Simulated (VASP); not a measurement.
Input of a VASP 6.6.1 run:

The input INCAR:

```
SYSTEM = As
ALGO     = Normal         ! electronic algorithm
EDIFF    = 1E-6           ! SCF threshold, eV
ENCUT    = 600            ! plane-wave cutoff, eV
GGA      = CA             ! functional
GGA_COMPAT= .False.      
ISIF     = 2              ! what is computed and relaxed
ISMEAR   = -1             ! smearing method
LASPH    = .True.         ! aspherical terms in the spheres
LCHARG   = .False.        ! write CHGCAR
LREAL    = .False.        ! projectors in reciprocal space
LWAVE    = .False.        ! write WAVECAR
NBANDS   = 14             ! bands
NELM     = 120            ! most SCF steps
PREC     = Accurate       ! precision mode
SIGMA    = 0.05           ! smearing width, eV
```

File KPOINTS:

```
k-points
0
Gamma
  10 10 10
  0 0 0
```

Contents of POSCAR:

```
As
1.0
    2.7392605843      0.0000000000      0.0000000000
    0.0000000000      2.7392605843      0.0000000000
    0.0000000000      0.0000000000      2.7392605843
As
1
Direct
    0.5000000000      0.5000000000      0.5000000000
```

Potentials or basis: VASP PAW LDA potentials, release 64 (As_d).

The run is started by

```bash
$ cat potpaw_LDA.64/As_d/POTCAR > POTCAR
$ mpirun -np 1 vasp_std > vasp.out
```

Question: Estimate the pressure.

Answer: -5.8 GPa.
